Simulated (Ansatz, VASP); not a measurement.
## HgTe: VASP beside Ansatz

```
CELL_PARAMETERS angstrom
0.00000 3.04345 3.04345
3.04345 0.00000 3.04345
3.04345 3.04345 0.00000
ATOMIC_POSITIONS crystal
Hg 0.00000 0.00000 0.00000
Te 0.50000 0.50000 0.50000
```

Alike in both runs: task single point; functional HSE06; k mesh 4 × 4 × 4; occupations fermi-dirac, width 0.02 eV; no spin polarisation.

|  | VASP | Ansatz |
| --- | --- | --- |
| version | VASP 6.6.1 | Ansatz 0.2.0 |
| potentials or method | VASP PAW PBE potentials, release 64 (Hg, Te) | plane waves, PAW |
| plane-wave cutoff (eV) | 520 | 420 |
| valence electrons in the cell | 18 | 36 |

VASP gave:

- pressure (GPa): 0.9

What did Ansatz give for the same quantities?

Pressure (GPa): 1.0.

With one functional, cell and mesh, what is left measures potentials, basis and numerics. VASP's potentials hold 18 valence electrons a cell and Ansatz's 36, so a difference there can come from the potentials and not from the codes. Ansatz's warnings: filled band counts differ across k points, stress exchange threshold loose, stress scf threshold loose.

The k mesh is coarse, so the values compare programs but aren't converged. Neither program's run includes spin-orbit coupling.
